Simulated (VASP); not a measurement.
# CuPd (Pm-3m) in VASP: a series of runs

The runs below take CuPd through vibrations by perturbation theory, elastic constants, with LDA.

All numbers are computed with VASP 6.6.1; they aren't measurements. Logs are shortened: lines on timing, memory, paths and dates and some standing lists are left out, and cuts for length are marked.

## 1. The cell of the first run

The structure is cubic, space group Pm-3m (No. 221). Conventional cell: a = 2.839 Å, b = 2.839 Å, c = 2.839 Å, α = 90.00°, β = 90.00°, γ = 90.00°. Within 3.2 Å of Cu (site symmetry m-3m) lie 8 Pd at 2.46 Å and 6 Cu at 2.84 Å. Within 3.2 Å of Pd (site symmetry m-3m) lie 8 Cu at 2.46 Å and 6 Pd at 2.84 Å.

## 2. Vibrations by perturbation theory, LDA

The input, INCAR:

```
SYSTEM = CuPd
ALGO = Normal ; EDIFF = 1E-8
ENCUT = 520 ; GGA = CA
IBRION = 8 ; ISIF = 2
ISMEAR = -1 ; LASPH = .True.
LCHARG = .False. ; LREAL = .False.
LWAVE = .False. ; NBANDS = 18
NELM = 80 ; NSW = 1
PREC = Accurate ; SIGMA = 0.15
```

The input, KPOINTS:

```
k-points
0
Gamma
  14 14 14
  0 0 0
```

The input, POSCAR:

```
CuPd
1.0
    2.8391293436      0.0000000000      0.0000000000
    0.0000000000      2.8391293436      0.0000000000
    0.0000000000      0.0000000000      2.8391293436
Cu Pd
1 1
Direct
    0.0000000000      0.0000000000      0.0000000000
    0.5000000000      0.5000000000      0.5000000000
```

Potentials or basis: VASP PAW LDA potentials, release 64 (Cu, Pd).

Launch:

```bash
$ cat potpaw_LDA.64/Cu/POTCAR potpaw_LDA.64/Pd/POTCAR > POTCAR
$ mpirun -np 1 vasp_std > vasp.out
```

OUTCAR:

```text
SYSTEM = CuPd
   EDIFF = 1E-8
   ENCUT = 520
   GGA = CA
   IBRION = 8
   ISIF = 2
   ISMEAR = -1
   LASPH = .True.
   LREAL = .False.
   NELM = 80
   NSW = 1
   PREC = Accurate

 ion  position               nearest neighbor table
   1  0.000  0.000  0.000-   2 2.46   2 2.46   2 2.46   2 2.46   2 2.46   2 2.46   2 2.46   2 2.46

   2  0.500  0.500  0.500-   1 2.46   1 2.46   1 2.46   1 2.46   1 2.46   1 2.46   1 2.46   1 2.46

  LATTYP: Found a simple cubic cell.
 ALAT       =     2.8391293436

  Lattice vectors:

 A1 = (   2.8391293436,   0.0000000000,   0.0000000000)
 A2 = (   0.0000000000,   2.8391293436,   0.0000000000)
 A3 = (   0.0000000000,   0.0000000000,   2.8391293436)

Analysis of symmetry for initial positions (statically):
=====================================================================
 Subroutine PRICEL returns:
 Original cell was already a primitive cell.

 Routine SETGRP: Setting up the symmetry group for a
 simple cubic supercell.

 Subroutine GETGRP returns: Found 48 space group operations
 (whereof 48 operations were pure point group operations)
 out of a pool of 48 trial point group operations.

The static configuration has the point symmetry O_h .

Analysis of symmetry for dynamics (positions and initial velocities):
=====================================================================
 Subroutine PRICEL returns:
 Original cell was already a primitive cell.

 Routine SETGRP: Setting up the symmetry group for a
 simple cubic supercell.

 Subroutine GETGRP returns: Found 48 space group operations
 (whereof 48 operations were pure point group operations)
 out of a pool of 48 trial point group operations.

The dynamic configuration has the point symmetry O_h .

 Subroutine INISYM returns: Found 48 space group operations
 (whereof 48 operations are pure point group operations),
 and found     1 'primitive' translations

[... 666 lines left out ...]

 VOLUME and BASIS-vectors are now :
 -----------------------------------------------------------------------------
  energy-cutoff  :      520.00
  volume of cell :       22.89
      direct lattice vectors                 reciprocal lattice vectors
     2.839129344  0.000000000  0.000000000     0.352220656  0.000000000  0.000000000
     0.000000000  2.839129344  0.000000000     0.000000000  0.352220656  0.000000000
     0.000000000  0.000000000  2.839129344     0.000000000  0.000000000  0.352220656

 POSITION                                       TOTAL-FORCE (eV/Angst)
 -----------------------------------------------------------------------------------
      0.00000      0.00000      0.00000         0.000000      0.000000      0.000000
      1.41956      1.41956      1.41956         0.000000      0.000000      0.000000
 -----------------------------------------------------------------------------------
    total drift:                                0.000000      0.000000     -0.000000

  FREE ENERGIE OF THE ION-ELECTRON SYSTEM (eV)
  ---------------------------------------------------
  free  energy   TOTEN  =       -11.3025012814 eV

  energy  without entropy=      -11.2089583652  energy(sigma->0) =      -11.25572982

[... ionic steps 2 to 3 ...]

--------------------------------------- Ionic step        4  -------------------------------------------

------------------------ aborting loop because EDIFF is reached ----------------------------------------

[... ionic steps 5 to 6 ...]

--------------------------------------- Ionic step        7  -------------------------------------------

 Free energy of the ion-electron system (eV)
  ---------------------------------------------------
  ---------------------------------------------------
  free energy    TOTEN  =        -0.24770634 eV

  energy without entropy =       -0.24770633

------------------------ aborting loop because EDIFF is reached ----------------------------------------

 INTERNAL STRAIN TENSOR  FOR ION    2  DIRECTION 1   (eV/Angst):
 -----------------------------------------------------------------------------
    -0.06984  0.00000  0.00000
     0.00000 -0.03992  0.00000
     0.00000  0.00000 -0.03992

 INTERNAL STRAIN TENSOR FOR ION    2 for displacements in x,y,z  (eV/Angst):
          X           Y           Z          XY          YZ          ZX
  --------------------------------------------------------------------------------
  x     0.00000     0.00000     0.00000     0.00000     0.00000     0.00000
  y     0.00000     0.00000     0.00000     0.00000     0.00000     0.00000
  z     0.00000     0.00000     0.00000     0.00000     0.00000     0.00000

 SECOND DERIVATIVES (NOT SYMMETRIZED)
 ------------------------------------
               1X          1Y          1Z          2X          2Y          2Z
  1X   -11.636904    0.000000   -0.000000   11.636904   -0.000000    0.000000
  1Y     0.000000  -11.636904   -0.000000   -0.000000   11.636904    0.000000
  1Z     0.000000    0.000000  -11.636904   -0.000000   -0.000000   11.636904
  2X    11.660087    0.000000    0.000000  -11.660087   -0.000000    0.000000
  2Y     0.000000   11.660087    0.000000   -0.000000  -11.660087   -0.000000
  2Z    -0.000000   -0.000000   11.660087    0.000000    0.000000  -11.660087

 Eigenvectors and eigenvalues of the dynamical matrix
 ----------------------------------------------------

   1 f  =    8.457782 THz    53.141810 2PiTHz  282.121231 cm-1    34.978559 meV
             X         Y         Z           dx          dy          dz
      0.000000  0.000000  0.000000     0.000000    0.790986    0.000000
      1.419565  1.419565  1.419565     0.000000   -0.611834    0.000000
[... 21 lines left out ...]
   6 f/i=    0.004073 THz     0.025591 2PiTHz    0.135860 cm-1     0.016845 meV
             X         Y         Z           dx          dy          dz
      0.000000  0.000000  0.000000     0.000000    0.000000   -0.611834
      1.419565  1.419565  1.419565    -0.000000    0.000000   -0.790986

--------------------------------------------------------------------------------------------------------

 ELASTIC MODULI CONTR FROM IONIC RELAXATION (kBar)
 Direction    XX          YY          ZZ          XY          YZ          ZX
 --------------------------------------------------------------------------------
 XX           0.0000      0.0000      0.0000      0.0000      0.0000      0.0000
 YY           0.0000      0.0000      0.0000      0.0000      0.0000      0.0000
 ZZ           0.0000      0.0000      0.0000      0.0000      0.0000      0.0000
 XY           0.0000      0.0000      0.0000      0.0000      0.0000      0.0000
 YZ           0.0000      0.0000      0.0000      0.0000      0.0000      0.0000
 ZX           0.0000      0.0000      0.0000      0.0000      0.0000      0.0000
 --------------------------------------------------------------------------------
```

Run time: 5.7 min. Hardware: 1 thread of Intel Xeon Platinum 8124M at 3.00GHz (Skylake/Cascade Lake), shared host; peak memory 0.4 GiB.

What came out:

| Quantity | Value |
| --- | --- |
| Highest phonon frequency at Γ, LO-TO splitting left out | 282 cm⁻¹ |

Phonon frequencies in cm⁻¹ (negative: imaginary):
| q point | frequencies |
| --- | --- |
| (0.000, 0.000, 0.000) | 0 0 0 282 282 282 |

Caveat: the cell wasn't relaxed at this level first, which shifts response properties.

(Part 1 of 2 ends here.)
